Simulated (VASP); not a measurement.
# C in VASP: settings compared

Aim: see how the results for C move with the level of theory and the settings. Levels: PBE0, PBE. Tasks: single point.

All numbers are computed with VASP 6.6.1; they aren't measurements. Logs are shortened: lines on timing, memory, paths and dates and some standing lists are left out, and cuts for length are marked.

## (1) The cell of the first run

The cell holds a slab with vacuum, 2 atoms: a = 2.488 Å, b = 2.488 Å, c = 8.636 Å, α = 90.00°, β = 90.00°, γ = 120.00°.

## (2) Single point, PBE0

Contents of POSCAR:

```
C
1.0
    2.4884918972      0.0000000000      0.0000000000
   -1.2442459486      2.1550972001      0.0000000000
    0.0000000000      0.0000000000      8.6359715305
C
2
Direct
    0.6666666667      0.3333333333      0.0000000000
    0.3333333333      0.6666666667      0.0000000000
```

Contents of INCAR.step1:

```
PREC     = Accurate       # precision mode
ENCUT    = 520            # plane-wave cutoff, eV
EDIFF    = 1E-5           # SCF threshold, eV
ISMEAR   = -1             # smearing method
SIGMA    = 0.05           # smearing width, eV
LREAL    = F              # projectors in reciprocal space
LASPH    = T              # aspherical terms in the spheres
NELM     = 80             # most SCF steps
ALGO     = Normal         # electronic algorithm
ISIF     = 2              # what is computed and relaxed
LWAVE    = T              # write WAVECAR
GGA      = PE             # functional
NBANDS   = 11             # bands
```

Contents of INCAR.step2:

```
PREC     = Accurate       # precision mode
ENCUT    = 520            # plane-wave cutoff, eV
EDIFF    = 1E-7           # SCF threshold, eV
ISMEAR   = -1             # smearing method
SIGMA    = 0.05           # smearing width, eV
LREAL    = F              # projectors in reciprocal space
LASPH    = T              # aspherical terms in the spheres
NELM     = 80             # most SCF steps
ALGO     = Normal         # electronic algorithm
ISIF     = 2              # what is computed and relaxed
LWAVE    = F              # write WAVECAR
LCHARG   = T              # write CHGCAR
GGA      = PE             # functional
LHFCALC  = T              # exact exchange
AEXX     = 0.25           # exact-exchange fraction
PRECFOCK = Normal       
LELF     = T              # ELF
LVHAR    = T            
ISTART   = 1            
NBANDS   = 11             # bands
```

Contents of KPOINTS:

```
Automatic mesh
0
Gamma
  6 6 2
```

Potentials or basis: VASP PAW PBE potentials, release 64 (C).

Launch:

```
$ cat potpaw_PBE.64/C/POTCAR > POTCAR
$ cp INCAR.step1 INCAR
$ mpirun -np 1 vasp_std > vasp.out
$ cp INCAR.step2 INCAR
$ mpirun -np 1 vasp_std > vasp.out
```

OUTCAR:

```text
PREC = Accurate
   ENCUT = 520
   EDIFF = 1E-7
   ISMEAR = -1
   LREAL = F
   LASPH = T
   NELM = 80
   ISIF = 2
   GGA = PE
   LHFCALC = T
   AEXX = 0.25
   PRECFOCK = Normal
   ISTART = 1

 ion  position               nearest neighbor table
   1  0.667  0.333  0.000-   2 1.44   2 1.44   2 1.44
   2  0.333  0.667  0.000-   1 1.44   1 1.44   1 1.44

  LATTYP: Found a hexagonal cell.
 ALAT       =     2.4884918972
 C/A-ratio  =     3.4703635323

  Lattice vectors:

 A1 = (   2.4884918972,   0.0000000000,   0.0000000000)
 A2 = (  -1.2442459486,   2.1550972001,   0.0000000000)
 A3 = (   0.0000000000,   0.0000000000,   8.6359715305)

Analysis of symmetry for initial positions (statically):
=====================================================================
 Subroutine PRICEL returns:
 Original cell was already a primitive cell.

 Routine SETGRP: Setting up the symmetry group for a
 hexagonal supercell.

 Subroutine GETGRP returns: Found 24 space group operations
 (whereof 24 operations were pure point group operations)
 out of a pool of 24 trial point group operations.

The static configuration has the point symmetry D_6h.

Analysis of symmetry for dynamics (positions and initial velocities):
=====================================================================
 Subroutine PRICEL returns:
 Original cell was already a primitive cell.

 Routine SETGRP: Setting up the symmetry group for a
 hexagonal supercell.

 Subroutine GETGRP returns: Found 24 space group operations
 (whereof 24 operations were pure point group operations)
 out of a pool of 24 trial point group operations.

The dynamic configuration has the point symmetry D_6h.

 Subroutine INISYM returns: Found 24 space group operations
 (whereof 24 operations are pure point group operations),
 and found     1 'primitive' translations

----------------------------------------------------------------------------------------

                                     Primitive cell

  volume of cell :      46.3142

  direct lattice vectors                    reciprocal lattice vectors
     2.488491897  0.000000000  0.000000000     0.401849812  0.232008097  0.000000000
    -1.244245949  2.155097200  0.000000000     0.000000000  0.464016194  0.000000000
     0.000000000  0.000000000  8.635971531     0.000000000  0.000000000  0.115794731

  length of vectors
[... 84 lines left out ...]
   EMIN   =  10.00;   EMAX   =-10.00  energy-range for DOS
   EFERMI =   0.00;   METHOD = LEGACY
   ISMEAR =    -1;   SIGMA  =   0.05  broadening in eV -4-tet -1-fermi 0-gaus
   EFERMI_NEDOS =   21; number of points for ismear=-14 and -15
   IALGO  =     38    algorithm
   IMIX   =      1    mixing-type and parameters
     AMIX     =   0.40;   BMIX     =  1.00
     AMIX_MAG =   1.60;   BMIX_MAG =  1.00
  volume/ion in A,a.u.               =      23.16       156.27
  Fermi-wavevector in a.u.,A,eV,Ry     =   0.911731  1.722922 11.309890  0.831253
  Thomas-Fermi vector in A             =   2.036044
   LORBIT       =      0    0 simple, 1 ext, 2 COOP (PROOUT), +10 PAW based schemes
   GGA     = PE    functional components
   LHFCALC =     T    Hartree Fock is set to
   PRECFOCK=normal    Normal, Fast or Accurate (Low or Medium for compatibility)
   ENCUT4O =  -1.0   cutoff for four orbital integrals eV
   NKREDX  =     1    reduce k-point grid by
   NKREDY  =     1    reduce k-point grid by
   NKREDZ  =     1    reduce k-point grid by
   AEXX    =    0.2500 exact exchange contribution
   HFSCREEN=    0.0000 screening length (either q_TF or 0.3 A-1)
   HFSCREENC=   0.0000 screening length for correlation (either q_TF or 0.3 A-1)
   ENCUTFOCK=  -1.0 apply spherical cutoff to Coloumb kernel
   IVDW    =     0    specifies the selected vdW correction
   LEPSILON=     F    determine dielectric tensor
   LRPA    =     F    only Hartree local field effects (RPA)
 non-spin polarized calculation
  energy-cutoff  :      520.00
  volume of cell :       46.31
 maximum number of plane-waves:      1269
 NGX is ok and might be reduce to    20
  NGX = 14; NGY = 14; NGZ = 50

 number of electron       8.0000001 magnetization

 Free energy of the ion-electron system (eV)
  ---------------------------------------------------
  ext. energy  EPLUGINS =         0.00000000
  ---------------------------------------------------
  free energy    TOTEN  =       -22.14632815 eV

  energy without entropy =      -22.14591908  energy(sigma->0) =      -22.14612362

 E-fermi :  -0.9485     XC(G=0):  -3.8106

 val. band max:       -1.2037624219   @ k =   0.3333   0.3333   0.5000
 cond. band min:      -0.6932165155   @ k =   0.3333   0.3333   0.0000
 fundamental gap:      0.5105459064
 Fermi energy:        -0.9484894710

 k-point     1 :       0.0000    0.0000    0.0000
  band No.  band energies     occupation
      1     -23.1970      2.00000
      2     -10.0318      2.00000
      3      -5.3692      2.00000
      4      -5.3692      2.00000
      5       2.6740      0.00000
      6       5.0320      0.00000
      7       6.5761      0.00000
      8       8.4930      0.00000
      9       8.4930      0.00000
     10      12.1715      0.00000
     11      12.5796      0.00000
[... 169 lines left out ...]
 k-point    14 :       0.3333    0.3333    0.5000
  band No.  band energies     occupation
      1     -15.7928      2.00000
      2     -15.7928      2.00000
      3     -13.2572      2.00000
      4      -1.2038      1.98795
      5      -1.2038      1.98795
      6      10.4683      0.00000
      7      13.0117      0.00000
      8      13.0117      0.00000
      9      13.4621      0.00000
     10      14.0191      0.00000
     11      14.0191      0.00000

------------------------ aborting loop because EDIFF is reached ----------------------------------------

  FORCE on cell =-STRESS in cart. coord.  units (eV):
  Direction    XX          YY          ZZ          XY          YZ          ZX
  --------------------------------------------------------------------------------------
  -------------------------------------------------------------------------------------
  Total       -2.0351673     -2.0351673     -0.0334970      0.0000000      0.0000000      0.0000000
  in kB      -70.4038494    -70.4038494     -1.1587834      0.0000000      0.0000000      0.0000000
  external PRESSURE =     -47.3221607 kB  Pullay stress =       0.0000000 kB

 VOLUME and BASIS-vectors are now :
 -----------------------------------------------------------------------------
  energy-cutoff  :      520.00
  volume of cell :       46.31
      direct lattice vectors                 reciprocal lattice vectors
     2.488491897  0.000000000  0.000000000     0.401849812  0.232008097  0.000000000
    -1.244245949  2.155097200  0.000000000     0.000000000  0.464016194  0.000000000
     0.000000000  0.000000000  8.635971531     0.000000000  0.000000000  0.115794731

 POSITION                                       TOTAL-FORCE (eV/Angst)
 -----------------------------------------------------------------------------------
      1.24425      0.71837      0.00000        -0.000000      0.000000     -0.000000
     -0.00000      1.43673      0.00000         0.000000      0.000000      0.000000
 -----------------------------------------------------------------------------------
    total drift:                                0.000000     -0.000000      0.000000

  FREE ENERGIE OF THE ION-ELECTRON SYSTEM (eV)
  ---------------------------------------------------
  free  energy   TOTEN  =       -22.1463281501 eV

  energy  without entropy=      -22.1459190845  energy(sigma->0) =      -22.14612362
```

OUTCAR.step1:

```text
PREC = Accurate
   ENCUT = 520
   EDIFF = 1E-5
   ISMEAR = -1
   LREAL = F
[... 406 lines left out ...]
      1.24425      0.71837      0.00000        -0.000000      0.000000      0.000000
     -0.00000      1.43673      0.00000         0.000000     -0.000000      0.000000
 -----------------------------------------------------------------------------------
    total drift:                                0.000000     -0.000000     -0.000000

  FREE ENERGIE OF THE ION-ELECTRON SYSTEM (eV)
  ---------------------------------------------------
  free  energy   TOTEN  =       -18.3940059497 eV

  energy  without entropy=      -18.3863043149  energy(sigma->0) =      -18.39015513
```

OSZICAR.step1:

```text
N       E                     dE             d eps       ncg     rms          rms(c)
DAV:   1     0.210785427716E+02    0.21079E+02   -0.36653E+03   308   0.581E+02
DAV:   2    -0.177078474207E+02   -0.38786E+02   -0.36833E+02   411   0.123E+02
DAV:   3    -0.195458817082E+02   -0.18380E+01   -0.18246E+01   397   0.252E+01
DAV:   4    -0.195644171356E+02   -0.18535E-01   -0.18515E-01   459   0.301E+00
DAV:   5    -0.195645243816E+02   -0.10725E-03   -0.10724E-03   366   0.189E-01    0.609E+00
DAV:   6    -0.187276966709E+02    0.83683E+00   -0.67074E-01   363   0.469E+00    0.358E+00
DAV:   7    -0.184010983748E+02    0.32660E+00   -0.90813E-01   376   0.542E+00    0.929E-01
DAV:   8    -0.183935451068E+02    0.75533E-02   -0.23555E-02   366   0.861E-01    0.148E-01
DAV:   9    -0.183929572808E+02    0.58783E-03   -0.49344E-04   389   0.136E-01    0.958E-02
DAV:  10    -0.183924894619E+02    0.46782E-03   -0.35746E-03   328   0.242E-01    0.658E-02
DAV:  11    -0.183936089779E+02   -0.11195E-02   -0.12293E-04   345   0.629E-02    0.499E-02
DAV:  12    -0.183939305457E+02   -0.32157E-03   -0.37495E-05   343   0.405E-02    0.150E-02
DAV:  13    -0.183939959770E+02   -0.65431E-04   -0.53667E-06   317   0.135E-02    0.193E-03
DAV:  14    -0.183940059497E+02   -0.99727E-05   -0.49626E-07   340   0.397E-03
   1 F= -.18394006E+02 E0= -.18390155E+02  d E =-.770163E-02
```

It took 3 min on 1 thread of Intel Xeon 6975P-C (Granite Rapids), shared host; peak memory 0.16 GiB.

What came out:

- Free energy: -22.1463 eV
- Band gap on the k mesh: zero (band 4 reaches -0.69 eV, above the bottom of band 5 at -1.20 eV)

Levels at points of the mesh, in eV from the Fermi level:
| k point | band 1 | band 2 | band 3 | band 4 | band 5 | band 6 | band 7 | band 8 |
| --- | --- | --- | --- | --- | --- | --- | --- | --- |
| (0.00, 0.00, 0.00) | -22.25 | -9.08 | -4.42 | -4.42 | 3.62 | 5.98 | 7.52 | 9.44 |
| (0.50, 0.00, 0.00) | -16.70 | -15.35 | -8.00 | -3.21 | 2.43 | 8.27 | 11.49 | 11.61 |
| (0.00, 0.00, 0.50) | -22.25 | -9.08 | -4.42 | -4.42 | 4.32 | 4.45 | 9.44 | 9.44 |
| (0.50, 0.00, 0.50) | -16.70 | -15.35 | -8.00 | -3.21 | 2.43 | 8.27 | 12.14 | 12.20 |

Caveat: the k points lie up to 0.49 Å⁻¹ apart; the PAW data sets were made with another functional, which shifts forces and pressure a little.

## (3) Single point, PBE0

This run uses another cell than the first one, of 23.60 Å³/atom, 1.019 times its volume.

Contents of POSCAR:

```
C
1.0
    2.5043425914      0.0000000000      0.0000000000
   -1.2521712957      2.1688243040      0.0000000000
    0.0000000000      0.0000000000      8.6909792017
C
2
Direct
    0.6666666667      0.3333333333      0.0000000000
    0.3333333333      0.6666666667      0.0000000000
```

Contents of INCAR.step1:

```
SYSTEM = C
PREC = Accurate
ENCUT = 520
EDIFF = 1E-5
ISMEAR = -1
SIGMA = 0.05
LREAL = .False.
LASPH = .True.
NELM = 60
ALGO = Normal
ISIF = 2
LWAVE = .True.
GGA = PE
NBANDS = 11
```

Contents of INCAR.step2:

```
SYSTEM = C
PREC = Accurate
ENCUT = 520
EDIFF = 1E-6
ISMEAR = -1
SIGMA = 0.05
LREAL = .False.
LASPH = .True.
NELM = 60
ALGO = Normal
ISIF = 2
LWAVE = .False.
LCHARG = .True.
GGA = PE
LHFCALC = .True.
AEXX = 0.25
PRECFOCK = Normal
LELF = .True.
LVHAR = .True.
ISTART = 1
NBANDS = 11
```

Contents of KPOINTS:

```
regular mesh
0
Gamma
  6 6 2
  0 0 0
```

Potentials or basis: VASP PAW PBE potentials, release 64 (C).

Launch:

```
$ cat potpaw_PBE.64/C/POTCAR > POTCAR
$ cp INCAR.step1 INCAR
$ mpirun -np 1 vasp_std > vasp.out
$ cp INCAR.step2 INCAR
$ mpirun -np 1 vasp_std > vasp.out
```

Wall time 1.8 min (1 thread of Intel Xeon 6975P-C (Granite Rapids), shared host); peak memory 0.16 GiB.

It converged, with:

```yaml
Free_energy: -22.1152 eV
Band_gap_on_the_k_mesh: zero (band 4 reaches -0.79 eV, above the bottom of band 5 at -1.30 eV)
```

Levels at points of the mesh, in eV from the Fermi level:
```csv
k point,band 1,band 2,band 3,band 4,band 5,band 6,band 7,band 8,band 9
"(0.00, 0.00, 0.00)",-22.09,-8.95,-4.42,-4.42,3.72,6.01,7.61,9.32,9.32
"(0.50, 0.00, 0.00)",-16.62,-15.22,-7.93,-3.17,2.42,8.08,11.49,11.61,13.27
"(0.00, 0.00, 0.50)",-22.09,-8.95,-4.42,-4.42,4.44,4.50,9.32,9.32,9.62
"(0.50, 0.00, 0.50)",-16.62,-15.22,-7.93,-3.17,2.42,8.08,12.09,12.20,12.26
```

Caveat: the k points lie up to 0.48 Å⁻¹ apart; the PAW data sets were made with another functional, which shifts forces and pressure a little.

[end of part 1 of 2]
